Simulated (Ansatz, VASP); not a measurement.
## One calculation of C, two programs

```
C
1.0
     0.00000    1.72341    1.72341
     1.72341    0.00000    1.72341
     1.72341    1.72341    0.00000
C
2
Cartesian
  0.0000 0.0000 0.0000
  0.8617 0.8617 0.8617
```

Alike in both runs: task single point; functional PBE; dispersion D3(BJ); k mesh 12 × 12 × 12; occupations gaussian, width 0.02 eV; no spin polarisation.

|  | VASP | Ansatz |
| --- | --- | --- |
| version | VASP 6.6.1 | Ansatz 0.2.0 |
| potentials or method | VASP PAW PBE potentials, release 64 (C), cutoff 600 eV | scalar-relativistic, plane waves, PAW |
| valence electrons in the cell | 8 | 8 |

|  | VASP | Ansatz | Ansatz less VASP |
| --- | --- | --- | --- |
| gap on the k mesh at the Fermi level (eV) | 4.39 | 4.40 | +0.010 |
| least direct gap on the mesh (eV) | 5.87 | 5.88 | +0.007 |
